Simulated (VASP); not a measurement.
Here is a VASP 6.6.1 calculation.

File INCAR:

```
PREC = Accurate ; ENCUT = 600
EDIFF = 1E-7 ; ISMEAR = 0
SIGMA = 0.02 ; LREAL = F
LASPH = T ; NELM = 80
ALGO = Normal ; ISIF = 3
LWAVE = F ; LCHARG = F
GGA = PE ; IBRION = 2
NSW = 100 ; EDIFFG = -0.01
```

KPOINTS

```
regular mesh
0
Gamma
  12 12 4
```

The input POSCAR:

```
Sc2GaN3
1.0
    3.1618061526      0.0000000000      0.0000000000
   -1.5809030763      2.7382044500      0.0000000000
    0.0000000000      0.0000000000      7.5696748792
Sc Ga N
2 1 3
Direct
    0.6666666667      0.3333333333      0.3263530367
    0.3333333333      0.6666666667      0.6736469633
    0.0000000000      0.0000000000      0.0000000000
    0.3333333333      0.6666666667      0.1583153866
    0.0000000000      0.0000000000      0.5000000000
    0.6666666667      0.3333333333      0.8416846134
```

Potentials or basis: VASP PAW PBE potentials, release 64 (Sc_sv, Ga_d, N).

The run is started by

```bash
$ cat potpaw_PBE.64/Sc_sv/POTCAR potpaw_PBE.64/Ga_d/POTCAR potpaw_PBE.64/N/POTCAR > POTCAR
$ mpirun -np 1 vasp_std > vasp.out
```

**Question.** Predict the band gap on the k mesh.

**Answer.** 0.81 eV (least direct gap 2.02 eV).

**Question.** Estimate the relaxed volume.

**Answer.** 10.93 Å³/atom.

Forces on the atoms (eV/Å):
```
Sc   0.000  0.000 -0.005
Sc   0.000  0.000  0.005
Ga   0.000  0.000  0.000
N    0.000  0.000 -0.001
N    0.000  0.000  0.000
N    0.000  0.000  0.001
```

A k mesh can miss the band edges.
